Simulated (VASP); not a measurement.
A run of VASP 6.6.1 is set up as follows.

File INCAR:

```
SYSTEM = SnTe
ALGO = Normal ; EDIFF = 1E-7
EDIFFG = -0.02 ; ENCUT = 600
IBRION = 2 ; ISIF = 3
ISMEAR = -1 ; LASPH = .TRUE.
LCHARG = .FALSE. ; LREAL = .FALSE.
LWAVE = .FALSE. ; NELM = 60
NSW = 80 ; PREC = Accurate
SIGMA = 0.05
```

The input KPOINTS:

```
k-points
0
G
  6 6 6
  0 0 0
```

POSCAR

```
SnTe
1.0
    0.0000000000      3.6111460000      3.6111460000
    3.6111460000      0.0000000000      3.6111460000
    3.6111460000      3.6111460000      0.0000000000
Sn Te
1 1
Direct
    0.0000000000      0.0000000000      0.0000000000
    0.7500000000      0.7500000000      0.7500000000
```

Potentials or basis: VASP PAW LDA potentials, release 64 (Sn_d, Te).

Launch:

```bash
$ cat potpaw_LDA.64/Sn_d/POTCAR potpaw_LDA.64/Te/POTCAR > POTCAR
$ mpirun -np 1 vasp_std > vasp.out
```

Question: Estimate the relaxed volume.

Answer: 43.03 Å³/atom.

Question: What does it give for the band gap on the k mesh?

Answer: Zero (band 10 reaches 3.62 eV, above the bottom of band 11 at 3.59 eV).

Question: Predict the relaxed cell.

Answer: a = 4.956 Å, b = 4.956 Å, c = 4.956 Å, α = 60.00°, β = 60.00°, γ = 60.00°.

Question: Estimate the space group after relaxing (to 0.05 Å).

Answer: F-43m (No. 216).

Step by step:
```tsv
step	energy change (eV)	largest force (eV/Å)	pressure (GPa)	volume (Å³)
1	0.0000	0.0000	-2.15	94.18
2	-0.0583	0.0000	0.09	85.82
3	-0.0584	0.0000	0.00	86.07
```

Caveat: spin-orbit coupling is left out, which moves the levels of the heavy elements.
